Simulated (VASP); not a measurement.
# OsBr (Pmma) in VASP: notebook

OsBr is run at these levels: PBE; tasks: single point.

All numbers are computed with VASP 6.6.1; they aren't measurements. Logs are shortened: lines on timing, memory, paths and dates and some standing lists are left out, and cuts for length are marked.

### Step 1. The cell of the first run

The structure is orthorhombic, space group Pmma (No. 51). The conventional cell has a = 3.480 Å, b = 3.052 Å, c = 9.451 Å, α = 90.00°, β = 90.00°, γ = 90.00°. Os (site symmetry mm2) has 4 Os at 2.31 to 3.05 Å and 4 Br at 2.95 Å within 3.1 Å. Br (site symmetry mm2) has 6 Os at 2.95 to 3.68 Å and 4 Br at 3.05 to 3.48 Å within 3.9 Å.

### Step 2. Single point, PBE

INCAR

```
PREC     = Accurate       # precision mode
ENCUT    = 520            # plane-wave cutoff, eV
EDIFF    = 1E-7           # SCF threshold, eV
ISMEAR   = 0              # smearing method
SIGMA    = 0.1            # smearing width, eV
LREAL    = F              # projectors in reciprocal space
LASPH    = T              # aspherical terms in the spheres
NELM     = 100            # most SCF steps
ALGO     = Normal         # electronic algorithm
ISIF     = 2              # what is computed and relaxed
LWAVE    = F              # write WAVECAR
LCHARG   = T              # write CHGCAR
GGA      = PE             # functional
LELF     = T              # ELF
LVHAR    = T            
NBANDS   = 23             # bands
```

KPOINTS

```
Automatic mesh
0
Gamma
  10 16 8
```

POSCAR

```
OsBr
1.0
    3.4802853518      0.0000000000      0.0000000000
    0.0000000000      3.0518142047      0.0000000000
    0.0000000000      0.0000000000      9.4505021791
Os Br
2 2
Direct
    0.7500000000      0.0000000000      0.5805982834
    0.2500000000      0.0000000000      0.4194017166
    0.7500000000      0.5000000000      0.2260222140
    0.2500000000      0.5000000000      0.7739777860
```

Potentials or basis: VASP PAW PBE potentials, release 64 (Os, Br).

On the command line:

```
cat potpaw_PBE.64/Os/POTCAR potpaw_PBE.64/Br/POTCAR > POTCAR
mpirun -np 1 vasp_std > vasp.out
```

OUTCAR:

```text
PREC = Accurate
   ENCUT = 520
   EDIFF = 1E-7
   ISMEAR = 0
   LREAL = F
   LASPH = T
   NELM = 100
   ISIF = 2
   GGA = PE

 ion  position               nearest neighbor table
   1  0.750  0.000  0.581-   2 2.31   2 2.31   4 2.95   4 2.95   4 2.95   4 2.95
   2  0.250  0.000  0.419-   1 2.31   1 2.31   3 2.95   3 2.95   3 2.95   3 2.95
   3  0.750  0.500  0.226-   2 2.95   2 2.95   2 2.95   2 2.95
   4  0.250  0.500  0.774-   1 2.95   1 2.95   1 2.95   1 2.95

  LATTYP: Found a simple orthorhombic cell.
 ALAT       =     3.0518142047
 B/A-ratio  =     1.1403988311
 C/A-ratio  =     3.0966833317

  Lattice vectors:

 A1 = (   0.0000000000,  -3.0518142047,   0.0000000000)
 A2 = (   3.4802853518,   0.0000000000,   0.0000000000)
 A3 = (   0.0000000000,   0.0000000000,   9.4505021791)

Analysis of symmetry for initial positions (statically):
=====================================================================
 Subroutine PRICEL returns:
 Original cell was already a primitive cell.

 Routine SETGRP: Setting up the symmetry group for a
 simple orthorhombic supercell.

 Subroutine GETGRP returns: Found  8 space group operations
 (whereof  4 operations were pure point group operations)
 out of a pool of  8 trial point group operations.

The static configuration has the point symmetry C_2h.
 The point group associated with its full space group is D_2h.

Analysis of symmetry for dynamics (positions and initial velocities):
=====================================================================
 Subroutine PRICEL returns:
 Original cell was already a primitive cell.

 Routine SETGRP: Setting up the symmetry group for a
 simple orthorhombic supercell.

 Subroutine GETGRP returns: Found  8 space group operations
 (whereof  4 operations were pure point group operations)
 out of a pool of  8 trial point group operations.

The dynamic configuration has the point symmetry C_2h.
 The point group associated with its full space group is D_2h.

 Subroutine INISYM returns: Found  8 space group operations
 (whereof  4 operations are pure point group operations),
 and found     1 'primitive' translations

----------------------------------------------------------------------------------------

                                     Primitive cell

  volume of cell :     100.3755

  direct lattice vectors                    reciprocal lattice vectors
     3.480285352  0.000000000  0.000000000     0.287332761  0.000000000  0.000000000
     0.000000000  3.051814205  0.000000000     0.000000000  0.327673945  0.000000000
     0.000000000  0.000000000  9.450502179     0.000000000  0.000000000  0.105814483

  length of vectors
     3.480285352  3.051814205  9.450502179     0.287332761  0.327673945  0.105814483

  position of ions in fractional coordinates (direct lattice)
     0.750000000  0.000000000  0.580598283
     0.250000000  0.000000000  0.419401717
     0.750000000  0.500000000  0.226022214
     0.250000000  0.500000000  0.773977786

  ion indices of the primitive-cell ions
   primitive index   ion index
                 1           1
                 2           2
                 3           3
                 4           4

----------------------------------------------------------------------------------------

 KPOINTS: Automatic mesh

Automatic generation of k-mesh.
 Grid dimensions read from file:
 generate k-points for:   10   16    8

 Generating k-lattice:

  Cartesian coordinates                     Fractional coordinates (reciprocal lattice)
     0.028733276  0.000000000  0.000000000     0.100000000  0.000000000  0.000000000
     0.000000000  0.020479622  0.000000000     0.000000000  0.062500000  0.000000000
     0.000000000  0.000000000  0.013226810     0.000000000  0.000000000  0.125000000

  Length of vectors
     0.028733276  0.020479622  0.013226810

  Shift w.r.t. Gamma in fractional coordinates (k-lattice)
     0.000000000  0.000000000  0.000000000

 Subroutine IBZKPT returns following result:
 ===========================================

 Found    270 irreducible k-points:

 Following reciprocal coordinates:
            Coordinates               Weight
  0.000000  0.000000  0.000000      1.000000
  0.100000  0.000000  0.000000      2.000000
  0.200000  0.000000  0.000000      2.000000
  0.300000  0.000000  0.000000      2.000000
  0.400000  0.000000  0.000000      2.000000
  0.500000  0.000000  0.000000      1.000000
[... 16 lines left out ...]
  0.400000  0.187500  0.000000      4.000000
  0.500000  0.187500  0.000000      2.000000
 [... further k-points ...]
   k-points           NKPTS =    270   k-points in BZ     NKDIM =    270   number of bands    NBANDS=     23
   number of dos      NEDOS =    301   number of ions     NIONS =      4
   total plane-waves  NPLWV =  47040
   dimension x,y,z NGX =    28 NGY =   24 NGZ =   70
   dimension x,y,z NGXF=    56 NGYF=   48 NGZF=  140
   ions per type =               2   2
   NGX,Y,Z   is equivalent  to a cutoff of  13.38, 13.07, 12.31 a.u.
   NGXF,Y,Z  is equivalent  to a cutoff of  26.75, 26.15, 24.63 a.u.
 SYSTEM =  unknown system
   PREC   = accura    normal or accurate (medium, high low for compatibility)
   ISTART =      0    job   : 0-new  1-cont  2-samecut
   ICHARG =      2    charge: 1-file 2-atom 10-const
   ISPIN  =      1    spin polarized calculation?
   LNONCOLLINEAR =      F non collinear calculations
   LSORBIT =      F    spin-orbit coupling
   LASPH  =      T    aspherical Exc in radial PAW
   ENCUT  =  520.0 eV  38.22 Ry    6.18 a.u.   6.47  5.67 17.57*2*pi/ulx,y,z
   NELM   =    100;   NELMIN=  2; NELMDL= -5     # of ELM steps
   EDIFF  = 0.1E-06   stopping-criterion for ELM
   LREAL  =      F    real-space projection
   EDIFFG = 0.1E-05   stopping-criterion for IOM
   NSW    =      0    number of steps for IOM
   IBRION =     -1    ionic relax: 0-MD 1-quasi-New 2-CG
   NFREE  =      0    steps in history (QN), initial steepest desc. (CG)
   ISIF   =      2    stress and relaxation
   ISYM   =      2    0-nonsym 1-usesym 2-fastsym
   POTIM  = 0.5000    time-step for ionic-motion
   TEBEG  =    0.0;   TEEND  =   0.0 temperature during run
   PSTRESS=    0.0 pullay stress
   NELECT =      30.0000    total number of electrons
   NUPDOWN=      -1.0000    fix difference up-down
   EMIN   =  10.00;   EMAX   =-10.00  energy-range for DOS
   EFERMI =   0.00;   METHOD = LEGACY
   ISMEAR =     0;   SIGMA  =   0.10  broadening in eV -4-tet -1-fermi 0-gaus
   EFERMI_NEDOS =   21; number of points for ismear=-14 and -15
   IALGO  =     38    algorithm
   IMIX   =      4    mixing-type and parameters
     AMIX     =   0.40;   BMIX     =  1.00
     AMIX_MAG =   1.60;   BMIX_MAG =  1.00
  volume/ion in A,a.u.               =      25.09       169.34
  Fermi-wavevector in a.u.,A,eV,Ry     =   1.094559  2.068417 16.300598  1.198060
  Thomas-Fermi vector in A             =   2.230866
   LORBIT       =      0    0 simple, 1 ext, 2 COOP (PROOUT), +10 PAW based schemes
   GGA     = PE    functional components
   LHFCALC =     F    Hartree Fock is set to
   AEXX    =    0.0000 exact exchange contribution
   IVDW    =     0    specifies the selected vdW correction
   LEPSILON=     F    determine dielectric tensor
   LRPA    =     F    only Hartree local field effects (RPA)
 non-spin polarized calculation
 Gauss-broadening in eV      SIGMA  =   0.10
  energy-cutoff  :      520.00
  volume of cell :      100.38
 maximum number of plane-waves:      2741
 NGX is ok and might be reduce to    28
   NGX = 13   NGY = 11   NGZ = 35

 number of electron      30.0000000 magnetization

 Free energy of the ion-electron system (eV)
  ---------------------------------------------------
  ext. energy  EPLUGINS =         0.00000000
  ---------------------------------------------------
  free energy    TOTEN  =       -22.44852520 eV

  energy without entropy =      -22.42862798  energy(sigma->0) =      -22.43857659

 E-fermi :   3.5989     XC(G=0):  -9.5467

 val. band max:        3.5984792174   @ k =   0.0000   0.1875   0.0000
 cond. band min:       3.6013592222   @ k =   0.1000   0.4375   0.2500
 fundamental gap:      0.0028800048
 Fermi energy:         3.5989305494

 k-point     1 :       0.0000    0.0000    0.0000
  band No.  band energies     occupation
      1     -12.8146      2.00000
      2     -12.7256      2.00000
      3      -4.0171      2.00000
      4      -2.8551      2.00000
      5      -1.7658      2.00000
      6      -1.3301      2.00000
[... 15 lines left out ...]
     22      10.3161      0.00000
     23      11.1697      0.00000

 k-point     2 :       0.1000    0.0000    0.0000
  band No.  band energies     occupation
      1     -12.7692      2.00000
      2     -12.6893      2.00000
      3      -3.9033      2.00000
      4      -2.8087      2.00000
      5      -1.6242      2.00000
      6      -1.2559      2.00000
[... 15 lines left out ...]
     22      10.3188      0.00000
     23      10.4033      0.00000

 k-point     3 :       0.2000    0.0000    0.0000
  band No.  band energies     occupation
      1     -12.6470      2.00000
      2     -12.5904      2.00000
      3      -3.6063      2.00000
      4      -2.6471      2.00000
      5      -1.4279      2.00000
      6      -1.0486      2.00000
[... 15 lines left out ...]
     22       9.5794      0.00000
     23      10.1810      0.00000
[... 495 lines left out ...]
 k-point    23 :       0.4000    0.1875    0.0000
  band No.  band energies     occupation
      1     -12.0812      2.00000
      2     -12.0739      2.00000
      3      -2.6701      2.00000
      4      -2.3491      2.00000
      5      -1.7579      2.00000
      6      -1.5624      2.00000
[... 15 lines left out ...]
     22       9.0240      0.00000
     23      10.5542      0.00000

 k-point    24 :       0.5000    0.1875    0.0000
  band No.  band energies     occupation
      1     -12.0305      2.00000
      2     -12.0305      2.00000
      3      -2.6597      2.00000
      4      -2.6597      2.00000
      5      -1.4833      2.00000
      6      -1.4833      2.00000
[... 15 lines left out ...]
     22       8.5889      0.00000
     23      10.7432      0.00000

 [... further k-points ...]

------------------------ aborting loop because EDIFF is reached ----------------------------------------

  FORCE on cell =-STRESS in cart. coord.  units (eV):
  Direction    XX          YY          ZZ          XY          YZ          ZX
  --------------------------------------------------------------------------------------
  -------------------------------------------------------------------------------------
  Total       -0.5165520      0.0033310     -0.3675044      0.0000000      0.0000000      0.0000000
  in kB       -8.2451164      0.0531686     -5.8660436      0.0000000      0.0000000      0.0000000
  external PRESSURE =      -4.6859971 kB  Pullay stress =       0.0000000 kB

 VOLUME and BASIS-vectors are now :
 -----------------------------------------------------------------------------
  energy-cutoff  :      520.00
  volume of cell :      100.38
      direct lattice vectors                 reciprocal lattice vectors
     3.480285352  0.000000000  0.000000000     0.287332761  0.000000000  0.000000000
     0.000000000  3.051814205  0.000000000     0.000000000  0.327673945  0.000000000
     0.000000000  0.000000000  9.450502179     0.000000000  0.000000000  0.105814483

 POSITION                                       TOTAL-FORCE (eV/Angst)
 -----------------------------------------------------------------------------------
      2.61021      0.00000      5.48695         0.000000     -0.000000     -0.226659
      0.87007      0.00000      3.96356        -0.000000     -0.000000      0.226659
      2.61021      1.52591      2.13602         0.000000     -0.000000     -0.002461
      0.87007      1.52591      7.31448         0.000000      0.000000      0.002461
 -----------------------------------------------------------------------------------
    total drift:                                0.000000     -0.000000      0.000000

  FREE ENERGIE OF THE ION-ELECTRON SYSTEM (eV)
  ---------------------------------------------------
  free  energy   TOTEN  =       -22.4485251967 eV

  energy  without entropy=      -22.4286279802  energy(sigma->0) =      -22.43857659
```

It took 5.3 min on 1 thread of AMD EPYC 9R45 (Zen 5), shared host; peak memory 0.61 GiB.

Results:

```yaml
Free_energy: -22.4485 eV
Pressure: -0.5 GPa
Largest_force: 0.227 eV/Å
Band_gap_on_the_k_mesh: zero (bands 15 and 16 overlap by 1.99 eV)
```

Forces in eV/Å, atoms in the order of the input:
```
Os   0.000  0.000 -0.227
Os   0.000  0.000  0.227
Br   0.000  0.000 -0.002
Br   0.000  0.000  0.002
```

Levels at points of the mesh, in eV from the Fermi level:
| k point | band 12 | band 13 | band 14 | band 15 | band 16 | band 17 | band 18 | band 19 |
| --- | --- | --- | --- | --- | --- | --- | --- | --- |
| (0.00, 0.00, 0.00) | -2.32 | -2.25 | -1.75 | -0.51 | 0.24 | 0.48 | 0.80 | 2.13 |
| (0.50, 0.00, 0.00) | -3.19 | -1.57 | -1.57 | -0.62 | -0.62 | 0.85 | 0.85 | 2.74 |
| (0.00, 0.50, 0.00) | -2.55 | -1.24 | -0.12 | 0.26 | 0.73 | 1.15 | 1.41 | 2.07 |
| (0.50, 0.50, 0.00) | -2.19 | -1.93 | -1.93 | 0.52 | 0.52 | 1.25 | 1.25 | 3.05 |
| (0.00, 0.00, 0.50) | -2.22 | -2.04 | -1.76 | -0.50 | 0.25 | 0.48 | 0.79 | 2.10 |
| (0.50, 0.00, 0.50) | -3.19 | -1.63 | -1.63 | -0.62 | -0.62 | 0.85 | 0.85 | 2.55 |
| (0.00, 0.50, 0.50) | -2.56 | -1.22 | -0.28 | 0.25 | 0.73 | 1.15 | 1.38 | 2.11 |
| (0.50, 0.50, 0.50) | -2.20 | -1.85 | -1.85 | 0.43 | 0.43 | 1.24 | 1.24 | 3.00 |

Caveat: spin-orbit coupling is left out, which moves the levels of the heavy elements; this functional lacks dispersion, which binds the layers, so the pressure and a relaxed spacing across them are unreliable.

### Step 3. Single point, PBE

INCAR

```
PREC = Accurate
ENCUT = 520
EDIFF = 1E-7
ISMEAR = 0
SIGMA = 0.1
LREAL = False
LASPH = True
NELM = 100
ALGO = Normal
ISIF = 2
LWAVE = False
LCHARG = False
GGA = PE
NBANDS = 23
```

KPOINTS

```
regular mesh
0
Gamma
  14 16 6
```

POSCAR

```
OsBr
1.0
    3.4796980215      0.0000000000      0.0000000000
    0.0000000000      3.0548257330      0.0000000000
    0.0000000000      0.0000000000      9.4470385841
Os Br
2 2
Direct
    0.7500000000      0.0000000000      0.5806002418
    0.2500000000      0.0000000000      0.4193997582
    0.7500000000      0.5000000000      0.2260350464
    0.2500000000      0.5000000000      0.7739649536
```

Potentials or basis: VASP PAW PBE potentials, release 64 (Os, Br).

On the command line:

```
cat potpaw_PBE.64/Os/POTCAR potpaw_PBE.64/Br/POTCAR > POTCAR
mpirun -np 1 vasp_std > vasp.out
```

Wall time 5.5 min (1 thread of AMD EPYC 9R45 (Zen 5), shared host); peak memory 0.64 GiB.

Results (log left out):

- Free energy: -22.4482 eV
- Pressure: -0.5 GPa
- Largest force: 0.227 eV/Å
- Band gap on the k mesh: zero (bands 15 and 16 overlap by 1.98 eV)

Forces in eV/Å, atoms in the order of the input:
```
Os   0.000  0.000 -0.227
Os   0.000  0.000  0.227
Br   0.000  0.000 -0.003
Br   0.000  0.000  0.003
```

Stress tensor (GPa, compression positive):
```
-0.82  0.00  0.00
 0.00  0.01  0.00
 0.00  0.00 -0.58
```

Levels at points of the mesh, in eV from the Fermi level:
| k point | band 13 | band 14 | band 15 | band 16 | band 17 | band 18 |
| --- | --- | --- | --- | --- | --- | --- |
| (0.00, 0.00, 0.00) | -2.22 | -1.75 | -0.50 | 0.28 | 0.49 | 0.81 |
| (0.50, 0.00, 0.00) | -1.54 | -1.54 | -0.61 | -0.61 | 0.87 | 0.87 |
| (0.00, 0.50, 0.00) | -1.22 | -0.10 | 0.28 | 0.76 | 1.19 | 1.42 |
| (0.50, 0.50, 0.00) | -1.91 | -1.91 | 0.54 | 0.54 | 1.26 | 1.26 |
| (0.00, 0.00, 0.50) | -2.02 | -1.75 | -0.49 | 0.29 | 0.49 | 0.80 |
| (0.50, 0.00, 0.50) | -1.59 | -1.59 | -0.61 | -0.61 | 0.87 | 0.87 |
| (0.00, 0.50, 0.50) | -1.20 | -0.26 | 0.27 | 0.76 | 1.19 | 1.39 |
| (0.50, 0.50, 0.50) | -1.83 | -1.83 | 0.45 | 0.45 | 1.25 | 1.25 |

Caveat: spin-orbit coupling is left out, which moves the levels of the heavy elements; this functional lacks dispersion, which binds the layers, so the pressure and a relaxed spacing across them are unreliable.
